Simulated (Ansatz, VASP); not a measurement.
## Ge2F3 in VASP and in Ansatz

The input INCAR:

```
SYSTEM = Ge2F3
PREC = Accurate ; ENCUT = 520
EDIFF = 1E-6 ; ISMEAR = 0
SIGMA = 0.1 ; LREAL = .False.
LASPH = .True. ; NELM = 80
ALGO = Normal ; ISIF = 2
LWAVE = .False. ; LCHARG = .True.
GGA = PE ; LELF = .True.
LVHAR = .True. ; NBANDS = 32
```

The input KPOINTS:

```
Automatic mesh
0
Gamma
  4 4 4
  0 0 0
```

Contents of POSCAR:

```
Ge2F3
1.0
    4.2757141300      0.0000000000      0.0000000000
    0.0000000000      4.2757141300      0.0000000000
    0.0000000000      0.0000000000      4.2757141300
Ge F
2 3
Direct
    0.0000000000      0.0000000000      0.0000000000
    0.5000000000      0.5000000000      0.5000000000
    0.0000000000      0.5000000000      0.5000000000
    0.5000000000      0.0000000000      0.5000000000
    0.5000000000      0.5000000000      0.0000000000
```

Input for Ansatz:

```yaml
crystal:
  lattice:
    - [4.27571413, 0.0, 0.0]
    - [0.0, 4.27571413, 0.0]
    - [0.0, 0.0, 4.27571413]
  atoms:
    - { symbol: Ge, position: [0.0, 0.0, 0.0] }
    - { symbol: Ge, position: [0.5, 0.5, 0.5] }
    - { symbol: F, position: [0.0, 0.5, 0.5] }
    - { symbol: F, position: [0.5, 0.0, 0.5] }
    - { symbol: F, position: [0.5, 0.5, 0.0] }
basis:
  ecutwfc: 420
kpoints:
  mp_grid: { grid: [4, 4, 4] }
hamiltonian:
  xc: pbe
scf:
  occupations: { method: gaussian, width: 0.1 }
  lower_state_search: "off"
output:
  forces: true
  stress: true
  eigenvalues: true
```

Alike in both runs: task single point; functional PBE; k mesh 4 × 4 × 4; occupations gaussian, width 0.1 eV; no spin polarisation.

```csv
,VASP,Ansatz
version,VASP 6.6.1,Ansatz 0.2.0
potentials or method,"VASP PAW PBE potentials, release 64 (Ge_d, F), cutoff 520 eV","scalar-relativistic, plane waves, PAW"
valence electrons in the cell,49,49
```

VASP gave:

- gap on the k mesh at the Fermi level (eV): none
- pressure (GPa): 6.0

Which values does Ansatz return?

gap on the k mesh at the Fermi level (eV): none; pressure (GPa): 6.1.

A gap of «none» marks a metal or a gap that the smearing closes.

The k mesh is coarse, so the values compare programs but aren't converged.
